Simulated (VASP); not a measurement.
A run of VASP 6.6.1:

The input INCAR:

```
SYSTEM = TiNi
PREC = Accurate ; ENCUT = 520
EDIFF = 1E-6 ; ISMEAR = -1
SIGMA = 0.08 ; LREAL = .FALSE.
LASPH = .TRUE. ; NELM = 150
ALGO = Normal ; ISIF = 2
LWAVE = .FALSE. ; LCHARG = .FALSE.
ISPIN = 2 ; MAGMOM = 0 0
LORBIT = 11 ; NUPDOWN = 0.0
LMAXMIX = 4 ; GGA = CA
NBANDS = 22
```

KPOINTS

```
regular mesh
0
G
  12 12 9
  0 0 0
```

The input POSCAR:

```
TiNi
1.0
    2.7358030000      0.0000000000      0.0000000000
    0.0000000000      2.7358030000      0.0000000000
    0.0000000000      0.0000000000      3.5814100000
Ti Ni
1 1
Direct
    0.5000000000      0.5000000000      0.5000000000
    0.0000000000      0.0000000000      0.0000000000
```

Potentials or basis: VASP PAW LDA potentials, release 64 (Ti_sv, Ni).

Command:

```console
$ cat potpaw_LDA.64/Ti_sv/POTCAR potpaw_LDA.64/Ni/POTCAR > POTCAR
$ mpirun -np 1 vasp_std > vasp.out
```

Hardware: 1 thread of Intel(R) Xeon(R) 6975P-C (Granite Rapids), on a shared host.

Problem. How long does it take, and how much memory?

Solution. Wall time 55 s on 1 thread of Intel(R) Xeon(R) 6975P-C (Granite Rapids), on a shared host, peak memory 0.23 GiB. Counts: scf iterations 16, k points 140.
